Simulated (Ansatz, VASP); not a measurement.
# Mo: VASP beside Ansatz

```
Mo
1.0
    -0.74815    1.76116    1.76116
     1.76116   -0.74815    1.76116
     1.76116    1.76116   -0.74815
Mo
1
Cartesian
  0.0000 0.0000 0.0000
```

Alike in both runs: task single point; functional PBE; k mesh 22 × 22 × 22; occupations gaussian, width 0.15 eV; no spin polarisation.

|  | VASP | Ansatz |
| --- | --- | --- |
| version | VASP 6.6.1 | Ansatz 0.2.0 |
| potentials or method | VASP PAW PBE potentials, release 64 (Mo_sv), cutoff 520 eV | scalar-relativistic, plane waves, PAW |
| valence electrons in the cell | 14 | 14 |

Ansatz gave:

| Item | Value |
| --- | --- |
| gap on the k mesh at the Fermi level (eV) | none |
| pressure (GPa) | -0.1 |
| traceless stress, the component that is largest in VASP (GPa) | 5.93 |

Question: Estimate VASP's values.

Answer: gap on the k mesh at the Fermi level (eV): none; pressure (GPa): 0.4; traceless stress, the component that is largest in VASP (GPa): 5.94.

A gap of «none» marks a metal or a gap that the smearing closes. The functional is the same, so the differences come from potentials, cutoffs and numerics.
